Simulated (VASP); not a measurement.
Write the native input for VASP 6.6.1 that does the following.

```
Task                   : relaxation of cell and atoms
Functional             : PBE
Potentials or basis    : VASP PAW PBE potentials, release 64 (Li_sv, Si, B)
Cutoff                 : 750 eV
k mesh                 : 6 × 6 × 4
Occupations            : gaussian, width 0.1 eV
Spin                   : no spin polarisation
Dipole correction      : no
Further INCAR settings : ALGO = Normal; EDIFF = 1e-07; IBRION = 2; EDIFFG = -0.04; NSW = 90; ISIF = 3
```

The structure of LiSi2B3 lies in POSCAR:

```
LiSi2B3
1.0
    3.4505023500      0.0000000000      0.0000000000
   -1.7252511700      2.9882226900      0.0000000000
    0.0000000000      0.0000000000      6.0919979200
Li Si B
1 2 3
Direct
    0.0000000000      0.0000000000      0.5000000000
    0.3333333300      0.6666666700      0.5000000000
    0.6666666700      0.3333333300      0.5000000000
    0.0000000000      0.0000000000      0.7432735700
    0.0000000000      0.0000000000      0.2567264300
    0.0000000000      0.0000000000      0.0000000000
```

The cell was built from a structure type or drawn by symmetry, and may not be a known phase.

One way to write it, as run:

INCAR

```
SYSTEM = LiSi2B3
PREC     = Accurate       ! precision mode
ENCUT    = 750            ! plane-wave cutoff, eV
EDIFF    = 1E-7           ! SCF threshold, eV
ISMEAR   = 0              ! smearing method
SIGMA    = 0.1            ! smearing width, eV
LREAL    = .FALSE.        ! projectors in reciprocal space
LASPH    = .TRUE.         ! aspherical terms in the spheres
NELM     = 120            ! most SCF steps
ALGO     = Normal         ! electronic algorithm
ISIF     = 3              ! what is computed and relaxed
LWAVE    = .FALSE.        ! write WAVECAR
LCHARG   = .FALSE.        ! write CHGCAR
GGA      = PE             ! functional
IBRION   = 2              ! ionic algorithm
NSW      = 90             ! ionic steps
EDIFFG   = -0.04          ! ionic threshold
GGA_COMPAT= .FALSE.      
NELMIN   = 4
```

KPOINTS

```
regular mesh
0
G
  6 6 4
  0 0 0
```

Potentials or basis: VASP PAW PBE potentials, release 64 (Li_sv, Si, B).

Command:

```sh
$ cat potpaw_PBE.64/Li_sv/POTCAR potpaw_PBE.64/Si/POTCAR potpaw_PBE.64/B/POTCAR > POTCAR
$ mpirun -np 1 vasp_std > vasp.out
```

It gave:

The relaxed volume is 17.76 Å³/atom. The relaxed cell is a = 4.185 Å, b = 4.185 Å, c = 7.023 Å, α = 90.00°, β = 90.00°, γ = 120.00°, the space group after relaxing (to 0.1 Å) is P6/mmm (No. 191) and the energy gained by relaxing is 998.0 meV/atom. The ionic steps are 10 and the pressure after relaxing is 0.0 GPa. The largest force after relaxing is 0.015 eV/Å. The band gap on the k mesh is zero (bands 10 and 11 overlap by 1.65 eV).

Caveat: the volume moved by over 15 % at a fixed basis, so the end points are rough.

Wall time 110 s on 1 thread of Intel(R) Xeon(R) 6975P-C (Granite Rapids) (shared host), peak memory 0.24 GiB.
